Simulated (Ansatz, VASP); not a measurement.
# Two plane-wave programs on CaSe

File POSCAR:

```
CaSe
1.0
    0.0000000000      2.9675305933      2.9675305933
    2.9675305933      0.0000000000      2.9675305933
    2.9675305933      2.9675305933      0.0000000000
Ca Se
1 1
Direct
    0.0000000000      0.0000000000      0.0000000000
    0.5000000000      0.5000000000      0.5000000000
```

INCAR.step1

```
SYSTEM = CaSe
PREC = Accurate ; ENCUT = 520
ISMEAR = 0 ; SIGMA = 0.01
LREAL = .False. ; LASPH = .True.
NELM = 60 ; NBANDS = 15
GGA = PE ; ALGO = Normal
EDIFF = 1E-4 ; LWAVE = .True.
LCHARG = .False.
```

The input INCAR.step2:

```
SYSTEM = CaSe
PREC = Accurate ; ENCUT = 520
EDIFF = 1E-6 ; ISMEAR = 0
SIGMA = 0.01 ; LREAL = .False.
LASPH = .True. ; NELM = 60
ALGO = Normal ; ISIF = 2
LWAVE = .False. ; LCHARG = .True.
METAGGA = R2SCAN ; LMIXTAU = .True.
LELF = .True. ; LVHAR = .True.
NBANDS = 15 ; ISTART = 1
```

File KPOINTS:

```
Automatic mesh
0
Gamma
  6 6 6
  0 0 0
```

Input for Ansatz:

```yaml
crystal:
  lattice:
    - [0.0, 2.9675305933, 2.9675305933]
    - [2.9675305933, 0.0, 2.9675305933]
    - [2.9675305933, 2.9675305933, 0.0]
  atoms:
    - { symbol: Ca, position: [0.0, 0.0, 0.0] }
    - { symbol: Se, position: [0.5, 0.5, 0.5] }
kpoints:
  mp_grid: { grid: [6, 6, 6] }
hamiltonian:
  xc: r2scan
scf:
  occupations: { method: fixed }
  n_extra_bands: 4
output:
  forces: true
  stress: true
  eigenvalues: true
```

Alike in both runs: task single point; functional r2SCAN; k mesh 6 × 6 × 6; no spin polarisation.

|  | VASP | Ansatz |
| --- | --- | --- |
| version | VASP 6.6.1 | Ansatz 0.2.0 |
| potentials or method | VASP PAW PBE potentials, release 64 (Ca_sv, Se) | plane waves, PAW |
| plane-wave cutoff (eV) | 520 | 500 |
| occupations | gaussian, width 0.01 eV | fixed |
| valence electrons in the cell | 16 | 26 |

VASP gave:

* gap on the k mesh at the Fermi level (eV): 2.52
* pressure (GPa): 0.2

**Question.** Estimate Ansatz's values.

**Answer.** gap on the k mesh at the Fermi level (eV): 2.52; pressure (GPa): 0.0.

VASP's potentials were made for PBE, not for r2SCAN. VASP's potentials hold 16 valence electrons a cell and Ansatz's 26, so a difference there can come from the potentials and not from the codes.
